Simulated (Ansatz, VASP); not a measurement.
**LiBe4: VASP beside Ansatz**

```
CELL_PARAMETERS angstrom
3.78267 0.00000 0.00000
0.00000 3.78267 0.00000
0.00000 0.00000 3.78267
ATOMIC_POSITIONS crystal
Li 0.50000 0.50000 0.50000
Be 0.00000 0.50000 0.50000
Be 0.50000 0.00000 0.50000
Be 0.50000 0.50000 0.00000
Be 0.00000 0.00000 0.00000
```

Alike in both runs: functional PBE; k mesh 5 × 5 × 5; occupations gaussian, width 0.2 eV; no spin polarisation.

Ansatz relaxed the structure, and its values are those at the end. VASP's run is a single point on that final structure, the one shown.

|  | VASP | Ansatz |
| --- | --- | --- |
| version | VASP 6.6.1 | Ansatz 0.2.0 |
| potentials or method | VASP PAW PBE potentials, release 64 (Li_sv, Be), cutoff 750 eV | scalar-relativistic, plane waves, PAW |
| valence electrons in the cell | 11 | 11 |

Ansatz gave:

| Property | Result |
| --- | --- |
| gap on the k mesh at the Fermi level (eV) | none |
| pressure (GPa) | -0.1 |

Question: Which values does VASP return?

Answer: gap on the k mesh at the Fermi level (eV): none; pressure (GPa): -0.2.

A gap of «none» marks a metal or a gap that the smearing closes.
